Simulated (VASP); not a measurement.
PbSe, 2 atoms in the cell. It takes space group Fm-3m (No. 225, cubic). Conventional cell: a = 6.239 Å, b = 6.239 Å, c = 6.239 Å, α = 90.00°, β = 90.00°, γ = 90.00°. Pb (site symmetry m-3m) has 6 Se at 3.12 Å within 4.1 Å. Se (site symmetry m-3m) has 6 Pb at 3.12 Å within 4.1 Å.  This cell differs from its parent crystal: strain +1.0%.

```yaml
Program: VASP 6.6.1
Task: single point
Functional: r2SCAN
Potentials_or_basis: VASP PAW PBE potentials, release 64 (Pb_d, Se)
Cutoff: 520 eV
k_mesh: 8 × 8 × 8
Occupations: fermi-dirac, width 0.02 eV
Spin: non-collinear spin, zero start, spin-orbit coupling
Starting_moments: "[[0.0, 0.0, 0.0], [0.0, 0.0, 0.0]] μB"
Dipole_correction: no
Further_INCAR_settings: ALGO = Normal; EDIFF = 1e-06; NBANDS = 32
```

Potentials or basis: VASP PAW PBE potentials, release 64 (Pb_d, Se).

Launch:

```console
$ cat potpaw_PBE.64/Pb_d/POTCAR potpaw_PBE.64/Se/POTCAR > POTCAR
$ cp INCAR.step1 INCAR
$ mpirun -np 1 vasp_ncl > vasp.out
$ cp INCAR.step2 INCAR
$ mpirun -np 1 vasp_ncl > vasp.out
```

Hardware: 1 thread of Intel Xeon 8259CL, on a shared host.

Problem. Estimate the wall time of this run.

Solution. It took 19 min on 1 thread of Intel Xeon 8259CL, with other jobs on the host, peak memory 0.5 GiB. Counts: k points 29.
